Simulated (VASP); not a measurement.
# BP (F-43m) in VASP: a series of runs

The runs below take BP through single point, with BHLYP.

Everything below comes from runs of VASP 6.6.1. Logs are shortened: lines on timing, memory, paths and dates and some standing lists are left out, and cuts for length are marked.

## Step 1: The cell of the first run

It takes space group F-43m (No. 216, cubic). The conventional cell has a = 4.508 Å, b = 4.508 Å, c = 4.508 Å, α = 90.00°, β = 90.00°, γ = 90.00°. Within 2.6 Å of P (site symmetry -43m) lie 4 B at 1.95 Å. B (site symmetry -43m) has 4 P at 1.95 Å within 2.6 Å.

## Step 2: Single point, BHLYP

The input, POSCAR:

```
BP
1.0
    0.0000000000      2.2537713532      2.2537713532
    2.2537713532      0.0000000000      2.2537713532
    2.2537713532      2.2537713532      0.0000000000
P B
1 1
Direct
    0.7500000000      0.7500000000      0.7500000000
    0.0000000000      0.0000000000      0.0000000000
```

The input, INCAR.step1:

```
PREC     = Accurate       # precision mode
ENCUT    = 520            # plane-wave cutoff, eV
EDIFF    = 1E-5           # SCF threshold, eV
ISMEAR   = -1             # smearing method
SIGMA    = 0.05           # smearing width, eV
LREAL    = F              # projectors in reciprocal space
LASPH    = T              # aspherical terms in the spheres
NELM     = 60             # most SCF steps
ALGO     = Normal         # electronic algorithm
ISIF     = 2              # what is computed and relaxed
LWAVE    = T              # write WAVECAR
LCHARG   = F              # write CHGCAR
NBANDS   = 11             # bands
GGA      = PE             # functional
```

The input, INCAR.step2:

```
PREC     = Accurate       # precision mode
ENCUT    = 520            # plane-wave cutoff, eV
EDIFF    = 1E-6           # SCF threshold, eV
ISMEAR   = -1             # smearing method
SIGMA    = 0.05           # smearing width, eV
LREAL    = F              # projectors in reciprocal space
LASPH    = T              # aspherical terms in the spheres
NELM     = 60             # most SCF steps
ALGO     = Normal         # electronic algorithm
ISIF     = 2              # what is computed and relaxed
LWAVE    = F              # write WAVECAR
LCHARG   = F              # write CHGCAR
GGA      = B5             # functional
LHFCALC  = T              # exact exchange
AEXX     = 0.5            # exact-exchange fraction
ALDAX    = 0.5          
AGGAX    = 0.5          
AGGAC    = 1.0          
ALDAC    = 0.0          
PRECFOCK = Normal       
NBANDS   = 11             # bands
ISTART   = 1
```

The input, KPOINTS:

```
regular mesh
0
Gamma
  5 5 5
```

Potentials or basis: VASP PAW PBE potentials, release 64 (P, B).

On the command line:

```sh
> cat potpaw_PBE.64/P/POTCAR potpaw_PBE.64/B/POTCAR > POTCAR
> cp INCAR.step1 INCAR
> mpirun -np 1 vasp_std > vasp.out
> cp INCAR.step2 INCAR
> mpirun -np 1 vasp_std > vasp.out
```

OUTCAR:

```text
PREC = Accurate
   ENCUT = 520
   EDIFF = 1E-6
   ISMEAR = -1
   LREAL = F
   LASPH = T
   NELM = 60
   ISIF = 2
   GGA = B5
   LHFCALC = T
   AEXX = 0.5
   PRECFOCK = Normal
   ISTART = 1

 ion  position               nearest neighbor table
   1  0.750  0.750  0.750-   2 1.95   2 1.95   2 1.95   2 1.95
   2  0.000  0.000  0.000-   1 1.95   1 1.95   1 1.95   1 1.95

  LATTYP: Found a face centered cubic cell.
 ALAT       =     4.5075427064

  Lattice vectors:

 A1 = (   0.0000000000,   2.2537713532,   2.2537713532)
 A2 = (   2.2537713532,   0.0000000000,   2.2537713532)
 A3 = (   2.2537713532,   2.2537713532,   0.0000000000)

Analysis of symmetry for initial positions (statically):
=====================================================================
 Subroutine PRICEL returns:
 Original cell was already a primitive cell.

 Routine SETGRP: Setting up the symmetry group for a
 face centered cubic supercell.

 Subroutine GETGRP returns: Found 24 space group operations
 (whereof 24 operations were pure point group operations)
 out of a pool of 48 trial point group operations.

The static configuration has the point symmetry T_d .

Analysis of symmetry for dynamics (positions and initial velocities):
=====================================================================
 Subroutine PRICEL returns:
 Original cell was already a primitive cell.

 Routine SETGRP: Setting up the symmetry group for a
 face centered cubic supercell.

 Subroutine GETGRP returns: Found 24 space group operations
 (whereof 24 operations were pure point group operations)
 out of a pool of 48 trial point group operations.

The dynamic configuration has the point symmetry T_d .

 Subroutine INISYM returns: Found 24 space group operations
 (whereof 24 operations are pure point group operations),
 and found     1 'primitive' translations

----------------------------------------------------------------------------------------

                                     Primitive cell

  volume of cell :      22.8960

  direct lattice vectors                    reciprocal lattice vectors
     0.000000000  2.253771353  2.253771353    -0.221850366  0.221850366  0.221850366
     2.253771353  0.000000000  2.253771353     0.221850366 -0.221850366  0.221850366
     2.253771353  2.253771353  0.000000000     0.221850366  0.221850366 -0.221850366

  length of vectors
     3.187314014  3.187314014  3.187314014     0.384256106  0.384256106  0.384256106

  position of ions in fractional coordinates (direct lattice)
     0.750000000  0.750000000  0.750000000
     0.000000000  0.000000000  0.000000000

  ion indices of the primitive-cell ions
   primitive index   ion index
                 1           1
                 2           2

----------------------------------------------------------------------------------------

 KPOINTS: regular mesh

Automatic generation of k-mesh.
 Grid dimensions read from file:
 generate k-points for:    5    5    5

 Generating k-lattice:

  Cartesian coordinates                     Fractional coordinates (reciprocal lattice)
    -0.044370073  0.044370073  0.044370073     0.200000000  0.000000000  0.000000000
     0.044370073 -0.044370073  0.044370073     0.000000000  0.200000000  0.000000000
     0.044370073  0.044370073 -0.044370073     0.000000000  0.000000000  0.200000000

  Length of vectors
     0.076851221  0.076851221  0.076851221

  Shift w.r.t. Gamma in fractional coordinates (k-lattice)
     0.000000000  0.000000000  0.000000000

 Subroutine IBZKPT returns following result:
 ===========================================

 Found     10 irreducible k-points:

 Following reciprocal coordinates:
            Coordinates               Weight
  0.000000  0.000000  0.000000      1.000000
  0.200000  0.000000  0.000000      8.000000
  0.400000  0.000000  0.000000      8.000000
  0.200000  0.200000  0.000000      6.000000
  0.400000  0.200000  0.000000     24.000000
 -0.400000  0.200000  0.000000     24.000000
 -0.200000  0.200000  0.000000     12.000000
  0.400000  0.400000  0.000000      6.000000
 -0.400000  0.400000  0.000000     12.000000
 -0.400000  0.400000  0.200000     24.000000
   k-points           NKPTS =     10   k-points in BZ     NKDIM =    125   number of bands    NBANDS=     11
   number of dos      NEDOS =    301   number of ions     NIONS =      2
   total plane-waves  NPLWV =  13824
   dimension x,y,z NGX =    24 NGY =   24 NGZ =   24
   dimension x,y,z NGXF=    48 NGYF=   48 NGZF=   48
   ions per type =               1   1
   NGX,Y,Z   is equivalent  to a cutoff of  12.52, 12.52, 12.52 a.u.
   NGXF,Y,Z  is equivalent  to a cutoff of  25.04, 25.04, 25.04 a.u.
 SYSTEM =  unknown system
   PREC   = accura    normal or accurate (medium, high low for compatibility)
   ISTART =      1    job   : 0-new  1-cont  2-samecut
   ICHARG =      0    charge: 1-file 2-atom 10-const
   ISPIN  =      1    spin polarized calculation?
   LNONCOLLINEAR =      F non collinear calculations
   LSORBIT =      F    spin-orbit coupling
   LASPH  =      T    aspherical Exc in radial PAW
   ENCUT  =  520.0 eV  38.22 Ry    6.18 a.u.   5.93  5.93  5.93*2*pi/ulx,y,z
   NELM   =     60;   NELMIN=  2; NELMDL=  0     # of ELM steps
   EDIFF  = 0.1E-05   stopping-criterion for ELM
   LREAL  =      F    real-space projection
   EDIFFG = 0.1E-04   stopping-criterion for IOM
   NSW    =      0    number of steps for IOM
   IBRION =     -1    ionic relax: 0-MD 1-quasi-New 2-CG
   NFREE  =      0    steps in history (QN), initial steepest desc. (CG)
   ISIF   =      2    stress and relaxation
   ISYM   =      3    0-nonsym 1-usesym 2-fastsym
   POTIM  = 0.5000    time-step for ionic-motion
   TEBEG  =    0.0;   TEEND  =   0.0 temperature during run
   PSTRESS=    0.0 pullay stress
   NELECT =       8.0000    total number of electrons
   NUPDOWN=      -1.0000    fix difference up-down
   EMIN   =  10.00;   EMAX   =-10.00  energy-range for DOS
   EFERMI =   0.00;   METHOD = LEGACY
   ISMEAR =    -1;   SIGMA  =   0.05  broadening in eV -4-tet -1-fermi 0-gaus
   EFERMI_NEDOS =   21; number of points for ismear=-14 and -15
   IALGO  =     38    algorithm
   IMIX   =      1    mixing-type and parameters
     AMIX     =   0.40;   BMIX     =  1.00
     AMIX_MAG =   1.60;   BMIX_MAG =  1.00
  volume/ion in A,a.u.               =      11.45        77.25
  Fermi-wavevector in a.u.,A,eV,Ry     =   1.153059  2.178966 18.089568  1.329546
  Thomas-Fermi vector in A             =   2.289706
   LORBIT       =      0    0 simple, 1 ext, 2 COOP (PROOUT), +10 PAW based schemes
   GGA     = B5    functional components
   LHFCALC =     T    Hartree Fock is set to
   PRECFOCK=normal    Normal, Fast or Accurate (Low or Medium for compatibility)
   ENCUT4O =  -1.0   cutoff for four orbital integrals eV
   NKREDX  =     1    reduce k-point grid by
   NKREDY  =     1    reduce k-point grid by
   NKREDZ  =     1    reduce k-point grid by
   AEXX    =    0.5000 exact exchange contribution
   HFSCREEN=    0.0000 screening length (either q_TF or 0.3 A-1)
   HFSCREENC=   0.0000 screening length for correlation (either q_TF or 0.3 A-1)
   ENCUTFOCK=  -1.0 apply spherical cutoff to Coloumb kernel
   IVDW    =     0    specifies the selected vdW correction
   LEPSILON=     F    determine dielectric tensor
   LRPA    =     F    only Hartree local field effects (RPA)
 non-spin polarized calculation
  energy-cutoff  :      520.00
  volume of cell :       22.90
 maximum number of plane-waves:       629
  NGX = 18; NGY = 18; NGZ = 18

 number of electron       8.0000001 magnetization

 Free energy of the ion-electron system (eV)
  ---------------------------------------------------
  ext. energy  EPLUGINS =         0.00000000
  ---------------------------------------------------
  free energy    TOTEN  =       -17.38607492 eV

  energy without entropy =      -17.38607492  energy(sigma->0) =      -17.38607492

 E-fermi :   7.4481     XC(G=0):  -5.6796

 val. band max:        6.2930685477   @ k =   0.0000   0.0000   0.0000
 cond. band min:      10.9429404435   @ k =   0.4000   0.4000   0.0000
 fundamental gap:      4.6498718958
 Fermi energy:         7.4481064903

 k-point     1 :       0.0000    0.0000    0.0000
  band No.  band energies     occupation
      1     -12.4579      2.00000
      2       6.2931      2.00000
      3       6.2931      2.00000
      4       6.2931      2.00000
      5      13.4560      0.00000
      6      13.4560      0.00000
      7      13.4560      0.00000
      8      18.4303      0.00000
      9      22.2114      0.00000
     10      23.0601      0.00000
     11      23.0601      0.00000

 k-point     2 :       0.2000    0.0000    0.0000
  band No.  band energies     occupation
      1     -11.5991      2.00000
      2       2.0368      2.00000
      3       5.3339      2.00000
      4       5.3339      2.00000
      5      14.1749      0.00000
      6      14.7517      0.00000
      7      14.7517      0.00000
      8      20.1860      0.00000
      9      21.5957      0.00000
     10      21.5957      0.00000
     11      23.8563      0.00000

 k-point     3 :       0.4000    0.0000    0.0000
  band No.  band energies     occupation
      1      -9.2753      2.00000
      2      -3.3786      2.00000
      3       4.3339      2.00000
      4       4.3339      2.00000
      5      14.0202      0.00000
      6      15.0423      0.00000
      7      15.0423      0.00000
      8      21.0894      0.00000
      9      24.2956      0.00000
     10      24.2956      0.00000
     11      25.3344      0.00000
[... 71 lines left out ...]
 k-point     9 :      -0.4000    0.4000    0.0000
  band No.  band energies     occupation
      1      -6.4308      2.00000
      2      -3.9124      2.00000
      3      -0.5742      2.00000
      4       1.8709      2.00000
      5      11.7098      0.00000
      6      14.8766      0.00000
      7      21.7955      0.00000
      8      22.5421      0.00000
      9      23.7848      0.00000
     10      24.8985      0.00000
     11      30.1661      0.00000

 k-point    10 :      -0.4000    0.4000    0.2000
  band No.  band energies     occupation
      1      -7.2957      2.00000
      2      -2.8780      2.00000
      3      -0.3308      2.00000
      4       1.3023      2.00000
      5      14.7446      0.00000
      6      15.9039      0.00000
      7      17.4628      0.00000
      8      21.8323      0.00000
      9      22.6197      0.00000
     10      25.9806      0.00000
     11      29.8362      0.00000

------------------------ aborting loop because EDIFF is reached ----------------------------------------

  FORCE on cell =-STRESS in cart. coord.  units (eV):
  Direction    XX          YY          ZZ          XY          YZ          ZX
  --------------------------------------------------------------------------------------
  -------------------------------------------------------------------------------------
  Total        0.4076266      0.4076266      0.4076266      0.0000000      0.0000000      0.0000000
  in kB       28.5242074     28.5242074     28.5242074      0.0000000      0.0000000      0.0000000
  external PRESSURE =      28.5242074 kB  Pullay stress =       0.0000000 kB

 VOLUME and BASIS-vectors are now :
 -----------------------------------------------------------------------------
  energy-cutoff  :      520.00
  volume of cell :       22.90
      direct lattice vectors                 reciprocal lattice vectors
     0.000000000  2.253771353  2.253771353    -0.221850366  0.221850366  0.221850366
     2.253771353  0.000000000  2.253771353     0.221850366 -0.221850366  0.221850366
     2.253771353  2.253771353  0.000000000     0.221850366  0.221850366 -0.221850366

 POSITION                                       TOTAL-FORCE (eV/Angst)
 -----------------------------------------------------------------------------------
      3.38066      3.38066      3.38066        -0.000000     -0.000000     -0.000000
      0.00000      0.00000      0.00000         0.000000      0.000000      0.000000
 -----------------------------------------------------------------------------------
    total drift:                               -0.000000      0.000000     -0.000000

  FREE ENERGIE OF THE ION-ELECTRON SYSTEM (eV)
  ---------------------------------------------------
  free  energy   TOTEN  =       -17.3860749194 eV

  energy  without entropy=      -17.3860749194  energy(sigma->0) =      -17.38607492
```

Run time: 62 s. Hardware: 1 thread of Intel Xeon 6975P-C (Granite Rapids), shared host; peak memory 0.13 GiB.

Results:

```yaml
Free_energy: -17.3861 eV
Pressure: 2.9 GPa
Band_gap_on_the_k_mesh: 4.65 eV, indirect (least direct gap 7.16 eV)
```

Caveat: the k points lie up to 0.48 Å⁻¹ apart; the PAW data sets were made with another functional, which shifts forces and pressure a little.

[end of part 1 of 2]
